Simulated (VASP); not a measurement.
Set up this calculation in VASP 6.6.1, as the native input.

| Quantity | Value |
| --- | --- |
| Task | single point |
| Functional | PBEsol |
| Potentials or basis | VASP PAW PBE potentials, release 64 (Ga_d, Sb) |
| Cutoff | 520 eV |
| k mesh | 12 × 12 × 12 |
| Occupations | fermi-dirac, width 0.05 eV |
| Spin | no spin polarisation |
| Dipole correction | no |
| Further INCAR settings | ALGO = Normal; EDIFF = 1e-07; NBANDS = 16 |

The structure of GaSb lies in POSCAR:

```
GaSb
1.0
    0.0000000000      3.0556506668      3.0556506668
    3.0556506668      0.0000000000      3.0556506668
    3.0556506668      3.0556506668      0.0000000000
Ga Sb
1 1
Direct
    0.0000000000      0.0000000000      0.0000000000
    0.7500000000      0.7500000000      0.7500000000
```

The input as run:

INCAR

```
SYSTEM = GaSb
PREC = Accurate ; ENCUT = 520
EDIFF = 1E-7 ; ISMEAR = -1
SIGMA = 0.05 ; LREAL = .FALSE.
LASPH = .TRUE. ; NELM = 80
ALGO = Normal ; ISIF = 2
LWAVE = .FALSE. ; LCHARG = .FALSE.
GGA = PS ; NBANDS = 16
```

KPOINTS

```
regular mesh
0
G
  12 12 12
  0 0 0
```

Potentials or basis: VASP PAW PBE potentials, release 64 (Ga_d, Sb).

Command:

```sh
$ cat potpaw_PBE.64/Ga_d/POTCAR potpaw_PBE.64/Sb/POTCAR > POTCAR
$ mpirun -np 1 vasp_std > vasp.out
```

It gave:

* Pressure: 0.1 GPa

Caveat: the PAW data sets were made with another functional, which shifts forces and pressure a little.

Wall time 24 s on 1 thread of Intel(R) Xeon(R) Platinum 8488C (Sapphire Rapids), with other jobs on the host, peak memory 0.22 GiB.
